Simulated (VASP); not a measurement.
Here is a VASP 6.6.1 calculation.

The input INCAR:

```
SYSTEM = BN
PREC     = Accurate       ! precision mode
ENCUT    = 520            ! plane-wave cutoff, eV
EDIFF    = 1E-6           ! SCF threshold, eV
ISMEAR   = 0              ! smearing method
SIGMA    = 0.05           ! smearing width, eV
LREAL    = .FALSE.        ! projectors in reciprocal space
LASPH    = .TRUE.         ! aspherical terms in the spheres
NELM     = 80             ! most SCF steps
ALGO     = Normal         ! electronic algorithm
ISIF     = 2              ! what is computed and relaxed
LWAVE    = .FALSE.        ! write WAVECAR
LCHARG   = .FALSE.        ! write CHGCAR
GGA      = PS             ! functional
NBANDS   = 16             ! bands
```

KPOINTS

```
regular mesh
0
G
  12 12 4
  0 0 0
```

The input POSCAR:

```
BN
1.0
    2.5037762085      0.0000000000      0.0000000000
   -1.2518881043      2.1683338019      0.0000000000
    0.0000000000      0.0000000000      7.0340971178
B N
2 2
Direct
    0.3333333333      0.6666666667      0.2500000000
    0.6666666667      0.3333333333      0.7500000000
    0.3333333333      0.6666666667      0.7500000000
    0.6666666667      0.3333333333      0.2500000000
```

Potentials or basis: VASP PAW PBE potentials, release 64 (B, N).

Command:

```bash
$ cat potpaw_PBE.64/B/POTCAR potpaw_PBE.64/N/POTCAR > POTCAR
$ mpirun -np 1 vasp_std > vasp.out
```

Task: Estimate the pressure.

Result: 0.4 GPa.

Task: What does it give for the band gap on the k mesh?

Result: 4.26 eV, indirect (least direct gap 4.60 eV).

Stress tensor (GPa, compression positive):
```
 0.72  0.00  0.00
 0.00  0.72  0.00
 0.00  0.00 -0.12
```

Caveat: the PAW data sets were made with another functional, which shifts forces and pressure a little; this functional lacks dispersion, which binds the layers, so the pressure and a relaxed spacing across them are unreliable. As with any semilocal functional, this PBEsol gap is likely too small.
